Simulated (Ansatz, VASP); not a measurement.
**MgO: VASP beside Ansatz**

File INCAR:

```
SYSTEM = MgO
PREC     = Accurate       ! precision mode
ENCUT    = 600            ! plane-wave cutoff, eV
EDIFF    = 1E-6           ! SCF threshold, eV
ISMEAR   = -1             ! smearing method
SIGMA    = 5E-4           ! smearing width, eV
LREAL    = .FALSE.        ! projectors in reciprocal space
LASPH    = .TRUE.         ! aspherical terms in the spheres
NELM     = 120            ! most SCF steps
ALGO     = Normal         ! electronic algorithm
ISIF     = 2              ! what is computed and relaxed
LWAVE    = .FALSE.        ! write WAVECAR
LCHARG   = .FALSE.        ! write CHGCAR
GGA      = PE             ! functional
NBANDS   = 11             ! bands
GGA_COMPAT= .FALSE.
```

The input KPOINTS:

```
regular mesh
0
G
  9 9 9
  0 0 0
```

POSCAR

```
MgO
1.0
    0.0000000000      2.1410000000      2.1410000000
    2.1410000000      0.0000000000      2.1410000000
    2.1410000000      2.1410000000      0.0000000000
Mg O
1 1
Direct
    0.0000000000      0.0000000000      0.0000000000
    0.5000000000      0.5000000000      0.5000000000
```

Input for Ansatz:

```yaml
crystal:
  lattice:
    - [0.0, 2.141, 2.141]
    - [2.141, 0.0, 2.141]
    - [2.141, 2.141, 0.0]
  atoms:
    - { symbol: Mg, position: [0.0, 0.0, 0.0] }
    - { symbol: O, position: [0.5, 0.5, 0.5] }
hamiltonian:
  xc: pbe
  pseudopotentials: { kind: paw }
basis:
  ecutwfc: 420
kpoints:
  mp_grid: { grid: [9, 9, 9] }
scf:
  occupations: { method: fermi_dirac, width: 0.0005 }
  lower_state_search: "off"
  algorithm: density_mixing
  max_iter: 50
  mixing: {}
output:
  forces: true
  stress: true
```

Alike in both runs: task single point; functional PBE; k mesh 9 × 9 × 9; occupations fermi-dirac, width 0.0005 eV; no spin polarisation.

|  | VASP | Ansatz |
| --- | --- | --- |
| version | VASP 6.6.1 | Ansatz 0.2.0 |
| potentials or method | VASP PAW PBE potentials, release 64 (Mg, O), cutoff 600 eV | PAW, plane waves, scalar-relativistic |
| valence electrons in the cell | 8 | 16 |

|  | VASP | Ansatz | Ansatz less VASP |
| --- | --- | --- | --- |
| pressure (GPa) | -3.9 | -2.8 | +1.02 |

With one functional, cell and mesh, what is left measures potentials, basis and numerics. VASP's potentials hold 8 valence electrons a cell and Ansatz's 16, so a difference there can come from the potentials and not from the codes.
